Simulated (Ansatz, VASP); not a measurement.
Two plane-wave programs on B2P

```xyz
6
Lattice="3.9727 0.0000 0.0000 0.0000 4.9402 0.0000 0.0000 0.0000 3.1082" Properties=species:S:1:pos:R:3 pbc="T T T"
B     0.6794    1.9744    0.0000
B     3.2933    2.9658    0.0000
B     2.6658    0.4957    1.5541
B     1.3069    4.4444    1.5541
P     0.0000    0.0000    0.0000
P     1.9864    2.4701    1.5541
```

Alike in both runs: functional PBE; k mesh 4 × 4 × 6; occupations gaussian, width 0.1 eV; no spin polarisation.

Ansatz relaxed the structure, and its values are those at the end. VASP's run is a single point on that final structure, the one shown.

```csv
,VASP,Ansatz
version,VASP 6.6.1,Ansatz 0.2.0
potentials or method,"VASP PAW PBE potentials, release 64 (B, P), cutoff 520 eV","scalar-relativistic, plane waves, PAW"
valence electrons in the cell,22,22
```

Ansatz gave:

* gap on the k mesh at the Fermi level (eV): none
* pressure (GPa): 0.1
* rms of the force components (eV/Å): 0.017

Question: Which values does VASP return?

Answer: gap on the k mesh at the Fermi level (eV): none; pressure (GPa): -0.1; rms of the force components (eV/Å): 0.023.

A gap of «none» marks a metal or a gap that the smearing closes. With one functional, cell and mesh, what is left measures potentials, basis and numerics.

The k mesh is coarse, so the values compare programs but aren't converged.
